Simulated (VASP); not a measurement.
Set up this calculation in VASP 6.6.1, as the native input.

```yaml
Task: single point
Functional: PBE
Potentials_or_basis: VASP PAW PBE potentials, release 64 (K_sv, I)
Cutoff: 520 eV
k_mesh: 6 × 6 × 8
Occupations: gaussian, width 0.1 eV
Spin: no spin polarisation
Dipole_correction: no
Further_INCAR_settings: ALGO = Normal; EDIFF = 1e-07; NBANDS = 34
```

The structure of KI6 lies in POSCAR:

```
KI6
1.0
    9.0477363605      0.0000000000      0.0000000000
   -4.5238681803      7.8355695349      0.0000000000
    0.0000000000      0.0000000000      4.8505315143
K I
1 6
Direct
    0.0000000000      0.0000000000      0.5000000000
    0.7914917995      0.2085082005      0.0000000000
    0.7914917995      0.5829835989      0.0000000000
    0.4170164011      0.2085082005      0.0000000000
    0.2085082005      0.7914917995      0.0000000000
    0.2085082005      0.4170164011      0.0000000000
    0.5829835989      0.7914917995      0.0000000000
```

The cell was built from a structure type or drawn by symmetry, and may not be a known phase.

The input as run:

INCAR

```
SYSTEM = KI6
  PREC = Accurate
  ENCUT = 520
  EDIFF = 1E-7
  ISMEAR = 0
  SIGMA = 0.1
  LREAL = .FALSE.
  LASPH = .TRUE.
  NELM = 60
  ALGO = Normal
  ISIF = 2
  LWAVE = .FALSE.
  LCHARG = .FALSE.
  GGA = PE
  NBANDS = 34
```

KPOINTS

```
Automatic mesh
0
G
  6 6 8
  0 0 0
```

Potentials or basis: VASP PAW PBE potentials, release 64 (K_sv, I).

Launch:

```console
$ cat potpaw_PBE.64/K_sv/POTCAR potpaw_PBE.64/I/POTCAR > POTCAR
$ mpirun -np 1 vasp_std > vasp.out
```

Results of the run:

```
Pressure               : 0.0 GPa
Band gap on the k mesh : zero (an odd number of electrons rules out a gap without spin polarisation)
```

Caveat: spin-orbit coupling is left out, which moves the levels of the heavy elements; an odd number of electrons without spin polarisation forces a metal; a magnetic or distorted state may lie lower.

It took 14 min on 1 thread of Intel Xeon 8259CL, with other jobs on the host, peak memory 0.63 GiB.
